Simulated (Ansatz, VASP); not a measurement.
Mo: VASP beside Ansatz

```
Mo
1.0
     2.55475    0.00000    0.00000
     0.00000    2.55475    0.00000
     0.00000    0.00000    2.55475
Mo
1
Cartesian
  0.0000 0.0000 0.0000
```

Change from the starting cell: volume scaled by 1, crystal datasets.

Alike in both runs: task single point; functional LDA; k mesh 17 × 17 × 17; occupations fermi-dirac, width 0.05 eV; no spin polarisation.

```csv
,VASP,Ansatz
version,VASP 6.6.1,Ansatz 0.2.0
potentials or method,"VASP PAW LDA potentials, release 64 (Mo_sv), cutoff 520 eV","all-electron PAW with datasets made for the crystal, scalar-relativistic"
```

|  | VASP | Ansatz | Ansatz less VASP |
| --- | --- | --- | --- |
| pressure (GPa) | 1.0 | 0.1 | -0.94 |

LDA's correlation is that of Perdew and Zunger in VASP and of Perdew and Wang (1992) in Ansatz. Ansatz ran all-electron here, and VASP with PAW potentials.
